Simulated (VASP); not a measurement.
# CdSe (Cadmoselite) (P6_3mc) in VASP: vibrations by perturbation theory with PBEsol

Aim: the vibrations by perturbation theory of CdSe (Cadmoselite) with PBEsol.

All numbers are computed with VASP 6.6.1; they aren't measurements. Logs are shortened: lines on timing, memory, paths and dates and some standing lists are left out, and cuts for length are marked.

## Step 1: The cell of the first run

The structure is hexagonal, space group P6_3mc (No. 186). Conventional cell: a = 4.302 Å, b = 4.302 Å, c = 7.022 Å, α = 90.00°, β = 90.00°, γ = 120.00°. Cd (site symmetry 3m) has 4 Se at 2.63 to 2.64 Å within 3.5 Å. Se (site symmetry 3m) has 4 Cd at 2.63 to 2.64 Å within 3.5 Å.

## Step 2: Vibrations by perturbation theory, PBEsol

INCAR

```
PREC = Accurate
ENCUT = 520
EDIFF = 1E-8
ISMEAR = 0
SIGMA = 0.01
LREAL = False
LASPH = True
NELM = 60
ALGO = Normal
ISIF = 2
LWAVE = False
LCHARG = True
GGA = PS
IBRION = 8
NSW = 1
LEPSILON = True
```

KPOINTS

```
Automatic mesh
0
Gamma
  9 9 6
```

POSCAR

```
CdSe
1.0
    4.3019342774      0.0000000000      0.0000000000
   -2.1509671387      3.7255843697      0.0000000000
    0.0000000000      0.0000000000      7.0221412454
Cd Se
2 2
Direct
    0.3333333333      0.6666666667      0.0046629586
    0.6666666667      0.3333333333      0.5046629586
    0.3333333333      0.6666666667      0.3803370414
    0.6666666667      0.3333333333      0.8803370414
```

Potentials or basis: VASP PAW PBE potentials, release 64 (Cd, Se).

Run with:

```
$ cat potpaw_PBE.64/Cd/POTCAR potpaw_PBE.64/Se/POTCAR > POTCAR
$ mpirun -np 1 vasp_std > vasp.out
```

OUTCAR:

```text
PREC = Accurate
   ENCUT = 520
   EDIFF = 1E-8
   ISMEAR = 0
   LREAL = False
   LASPH = True
   NELM = 60
   ISIF = 2
   GGA = PS
   IBRION = 8
   NSW = 1
   LEPSILON = True

 ion  position               nearest neighbor table
   1  0.333  0.667  0.005-   4 2.63   4 2.63   4 2.63   3 2.64
   2  0.667  0.333  0.505-   3 2.63   3 2.63   3 2.63   4 2.64
   3  0.333  0.667  0.380-   2 2.63   2 2.63   2 2.63   1 2.64
   4  0.667  0.333  0.880-   1 2.63   1 2.63   1 2.63   2 2.64

  LATTYP: Found a hexagonal cell.
 ALAT       =     4.3019342774
 C/A-ratio  =     1.6323218331

  Lattice vectors:

 A1 = (   4.3019342774,   0.0000000000,   0.0000000000)
 A2 = (  -2.1509671387,   3.7255843697,   0.0000000000)
 A3 = (   0.0000000000,   0.0000000000,   7.0221412454)

Analysis of symmetry for initial positions (statically):
=====================================================================
 Subroutine PRICEL returns:
 Original cell was already a primitive cell.

 Routine SETGRP: Setting up the symmetry group for a
 hexagonal supercell.

 Subroutine GETGRP returns: Found 12 space group operations
 (whereof  6 operations were pure point group operations)
 out of a pool of 24 trial point group operations.

The static configuration has the point symmetry C_3v.
 The point group associated with its full space group is C_6v.

Analysis of symmetry for dynamics (positions and initial velocities):
=====================================================================
 Subroutine PRICEL returns:
 Original cell was already a primitive cell.

 Routine SETGRP: Setting up the symmetry group for a
 hexagonal supercell.

 Subroutine GETGRP returns: Found 12 space group operations
 (whereof  6 operations were pure point group operations)
 out of a pool of 24 trial point group operations.

The dynamic configuration has the point symmetry C_3v.
 The point group associated with its full space group is C_6v.

 Subroutine INISYM returns: Found 12 space group operations
 (whereof  6 operations are pure point group operations),
 and found     1 'primitive' translations

----------------------------------------------------------------------------------------

                                     Primitive cell

  volume of cell :     112.5454

  direct lattice vectors                    reciprocal lattice vectors
     4.301934277  0.000000000  0.000000000     0.232453574  0.134207134  0.000000000
    -2.150967139  3.725584370  0.000000000     0.000000000  0.268414268  0.000000000
     0.000000000  0.000000000  7.022141245     0.000000000  0.000000000  0.142406705

  length of vectors
     4.301934277  4.301934277  7.022141245     0.268414268  0.268414268  0.142406705

  position of ions in fractional coordinates (direct lattice)
     0.333333333  0.666666667  0.004662959
     0.666666667  0.333333333  0.504662959
     0.333333333  0.666666667  0.380337041
     0.666666667  0.333333333  0.880337041

  ion indices of the primitive-cell ions
   primitive index   ion index
                 1           1
                 2           2
                 3           3
                 4           4

----------------------------------------------------------------------------------------

 KPOINTS: Automatic mesh

Automatic generation of k-mesh.
 Grid dimensions read from file:
 generate k-points for:    9    9    6

 Generating k-lattice:

  Cartesian coordinates                     Fractional coordinates (reciprocal lattice)
     0.025828175  0.014911904  0.000000000     0.111111111 -0.000000000  0.000000000
     0.000000000  0.029823808  0.000000000     0.000000000  0.111111111  0.000000000
[... 750 lines left out ...]
  ---------------------------------------------------
  ---------------------------------------------------
  free energy    TOTEN  =        -3.06165650 eV

  energy without entropy =       -3.06165650

------------------------ aborting loop because EDIFF is reached ----------------------------------------

--------------------------------------- Ionic step        2  -------------------------------------------

------------------------ aborting loop because EDIFF is reached ----------------------------------------

--------------------------------------- Ionic step        3  -------------------------------------------

------------------------ aborting loop because EDIFF is reached ----------------------------------------

 PIEZOELECTRIC TENSOR FIELD DIRECTION 3  (e Angst)
 -----------------------------------------------------------------------------
     2.52440 -0.00000  0.00000           ( -0.03773 -0.00000  0.00000)
    -0.00000  2.52440  0.00000           ( -0.00000 -0.03773  0.00000)
     0.00000  0.00000 -5.24826           (  0.00000  0.00000  0.07972)

 PIEZOELECTRIC TENSOR FIELD DIRECTION 3  (C/m^2)
 -----------------------------------------------------------------------------
     0.35937 -0.00000  0.00000
    -0.00000  0.35937  0.00000
     0.00000  0.00000 -0.74713

[... ionic steps 4 to 9 ...]

--------------------------------------- Ionic step       10  -------------------------------------------

------------------------ aborting loop because EDIFF is reached ----------------------------------------

[... ionic steps 11 to 11 ...]

--------------------------------------- Ionic step       12  -------------------------------------------

 Free energy of the ion-electron system (eV)
  ---------------------------------------------------
  ---------------------------------------------------
  free energy    TOTEN  =        -0.09736508 eV

  energy without entropy =       -0.09736508

------------------------ aborting loop because EDIFF is reached ----------------------------------------

 INTERNAL STRAIN TENSOR  FOR ION    3  DIRECTION 3   (eV/Angst):
 -----------------------------------------------------------------------------
     3.80095  0.00000  0.00000
     0.00000  3.80095  0.00000
     0.00000  0.00000 -7.28061

 MACROSCOPIC STATIC DIELECTRIC TENSOR (including local field effects in DFT)
 ------------------------------------------------------
          10.322292     0.000000    -0.000000
           0.000000    10.322292     0.000000
           0.000000     0.000000     9.824556
 ------------------------------------------------------

 PIEZOELECTRIC TENSOR (including local field effects)  for field in x, y, z        (e  Angst)
          XX          YY          ZZ          XY          YZ          ZX
  --------------------------------------------------------------------------------
  x     0.00000     0.00000     0.00000    -0.00000     0.00000     2.65858
  y     0.00000     0.00000     0.00000    -0.00000     2.65858     0.00000
  z     2.52440     2.52440    -5.24826     0.00000     0.00000     0.00000

 PIEZOELECTRIC TENSOR (including local field effects)  for field in x, y, z        (C/m^2)
          XX          YY          ZZ          XY          YZ          ZX
  --------------------------------------------------------------------------------
  x     0.00000     0.00000     0.00000    -0.00000     0.00000     0.37847
  y     0.00000     0.00000     0.00000    -0.00000     0.37847     0.00000
  z     0.35937     0.35937    -0.74713     0.00000     0.00000     0.00000

 BORN EFFECTIVE CHARGES (including local field effects) (in |e|, cummulative output)
 ---------------------------------------------------------------------------------
 ion    1
    1     2.20349    -0.00000     0.00000
    2     0.00000     2.20349     0.00000
    3     0.00000     0.00000     2.31501
 ion    2
    1     2.20349     0.00000     0.00000
    2     0.00000     2.20349     0.00000
    3     0.00000    -0.00000     2.31501
 ion    3
    1    -2.20349     0.00000     0.00000
    2     0.00000    -2.20349     0.00000
    3     0.00000    -0.00000    -2.31501
 ion    4
    1    -2.20349     0.00000     0.00000
    2     0.00000    -2.20349     0.00000
    3     0.00000     0.00000    -2.31501

 INTERNAL STRAIN TENSOR FOR ION    4 for displacements in x,y,z  (eV/Angst):
          X           Y           Z          XY          YZ          ZX
  --------------------------------------------------------------------------------
  x     0.00000     0.00000     0.00000     6.42523    -0.00000     3.99727
  y     6.42523    -6.42523     0.00000     0.00000     3.62494    -0.00000
  z     3.80095     3.80095    -7.28061     0.00000    -0.00000     0.00000

 SECOND DERIVATIVES (NOT SYMMETRIZED)
 ------------------------------------
               1X          1Y          1Z          2X          2Y          2Z          3X          3Y          3Z          4X          4Y          4Z
  1X    -4.868050    0.000000   -0.000000   -0.155972    0.000000   -0.000000    0.079114   -0.000000    0.000000    4.944908    0.000000   -0.000000
  1Y    -0.000000   -4.868050    0.000000    0.000000   -0.155972    0.000000    0.000000    0.079114    0.000000    0.000000    4.944908    0.000000
  1Z     0.000000   -0.000000   -6.035005    0.000000   -0.000000    1.283789    0.000000    0.000000    3.602387    0.000000    0.000000    1.148829
  2X    -0.155972   -0.000000    0.000000   -4.868050    0.000000    0.000000    4.944908    0.000000    0.000000    0.079114    0.000000    0.000000
  2Y     0.000000   -0.155972   -0.000000   -0.000000   -4.868050   -0.000000    0.000000    4.944908   -0.000000    0.000000    0.079114    0.000000
  2Z     0.000000    0.000000    1.283789    0.000000   -0.000000   -6.035005   -0.000000   -0.000000    1.148829    0.000000    0.000000    3.602387
  3X     0.078070    0.000000    0.000000    4.944764    0.000000   -0.000000   -5.423984    0.000000    0.000000    0.401150    0.000000    0.000000
  3Y     0.000000    0.078070   -0.000000    0.000000    4.944764    0.000000    0.000000   -5.423984    0.000000   -0.000000    0.401150   -0.000000
  3Z     0.000000    0.000000    3.606930    0.000000   -0.000000    1.163674    0.000000    0.000000   -6.975700    0.000000    0.000000    2.205096
  4X     4.944764    0.000000    0.000000    0.078070   -0.000000   -0.000000    0.401150   -0.000000    0.000000   -5.423984    0.000000   -0.000000
  4Y     0.000000    4.944764   -0.000000    0.000000    0.078070    0.000000   -0.000000    0.401150    0.000000    0.000000   -5.423984    0.000000
  4Z     0.000000    0.000000    1.163674   -0.000000    0.000000    3.606930    0.000000    0.000000    2.205096    0.000000    0.000000   -6.975700

 Eigenvectors and eigenvalues of the dynamical matrix
 ----------------------------------------------------

   1 f  =    5.574675 THz    35.026714 2PiTHz  185.951132 cm-1    23.054992 meV
             X         Y         Z           dx          dy          dz
     -0.000000  2.483723  0.032744     0.000000   -0.000000    0.273168
      2.150967  1.241861  3.543815    -0.000000    0.000000   -0.273168
     -0.000000  2.483723  2.670780     0.000000   -0.000000   -0.652211
      2.150967  1.241861  6.181851    -0.000000    0.000000    0.652211
[... 71 lines left out ...]
  12 f/i=    0.005020 THz     0.031540 2PiTHz    0.167441 cm-1     0.020760 meV
             X         Y         Z           dx          dy          dz
     -0.000000  2.483723  0.032744    -0.000000    0.000000   -0.542395
      2.150967  1.241861  3.543815    -0.000000    0.000000   -0.542395
     -0.000000  2.483723  2.670780    -0.000000    0.000000   -0.453660
      2.150967  1.241861  6.181851    -0.000000    0.000000   -0.453660

--------------------------------------------------------------------------------------------------------

 MACROSCOPIC STATIC DIELECTRIC TENSOR IONIC CONTRIBUTION
 ------------------------------------------------------
           3.108079     0.000000    -0.000000
           0.000000     3.108079     0.000000
          -0.000000     0.000000     3.619772
 ------------------------------------------------------

 ELASTIC MODULI CONTR FROM IONIC RELAXATION (kBar)
 Direction    XX          YY          ZZ          XY          YZ          ZX
 --------------------------------------------------------------------------------
 XX        -288.3738    115.8267    165.2889     -0.0000     -0.0000     -0.0000
 YY         115.8267   -288.3738    165.2889      0.0000     -0.0000      0.0000
 ZZ         165.2889    165.2889   -316.6720     -0.0000      0.0000     -0.0000
 XY          -0.0000      0.0000     -0.0000   -202.1003      0.0000     -0.0000
 YZ          -0.0000      0.0000      0.0000      0.0000    -80.6517     -0.0000
 ZX          -0.0000      0.0000     -0.0000     -0.0000     -0.0000    -86.5750
 --------------------------------------------------------------------------------

 PIEZOELECTRIC TENSOR IONIC CONTR  for field in x, y, z        (C/m^2)
          XX          YY          ZZ          XY          YZ          ZX
  --------------------------------------------------------------------------------
  x    -0.00000     0.00000    -0.00000    -0.00000    -0.00000    -0.48811
  y    -0.00000     0.00000     0.00000     0.00000    -0.47111    -0.00000
  z    -0.52584    -0.52584     1.00744     0.00000    -0.00000     0.00000
```

Run time: 21 min. Hardware: 1 thread of Intel Xeon 6975P-C (Granite Rapids), shared host; peak memory 1.3 GiB.

Results:

```
Electronic dielectric tensor (diagonal)                 : 10.32, 10.32, 9.82
Born charges (mean of the diagonal)                     : Cd +2.24; Se -2.24 e
Highest phonon frequency at Γ, LO-TO splitting left out : 186 cm⁻¹
```

Phonon frequencies in cm⁻¹ (negative: imaginary):
| q point | frequencies |
| --- | --- |
| (0.000, 0.000, 0.000) | 0 0 0 32 32 121 167 172 172 174 174 186 |

Electronic dielectric tensor:
```
10.32  0.00  0.00
 0.00 10.32  0.00
 0.00  0.00  9.82
```

Born effective charge tensors (e):
atom 1, Cd
```
2.20 0.00 0.00
0.00 2.20 0.00
0.00 0.00 2.32
```
atom 2, Cd
```
2.20 0.00 0.00
0.00 2.20 0.00
0.00 0.00 2.32
```
atom 3, Se
```
-2.20  0.00  0.00
 0.00 -2.20  0.00
 0.00  0.00 -2.32
```
atom 4, Se
```
-2.20  0.00  0.00
 0.00 -2.20  0.00
 0.00  0.00 -2.32
```
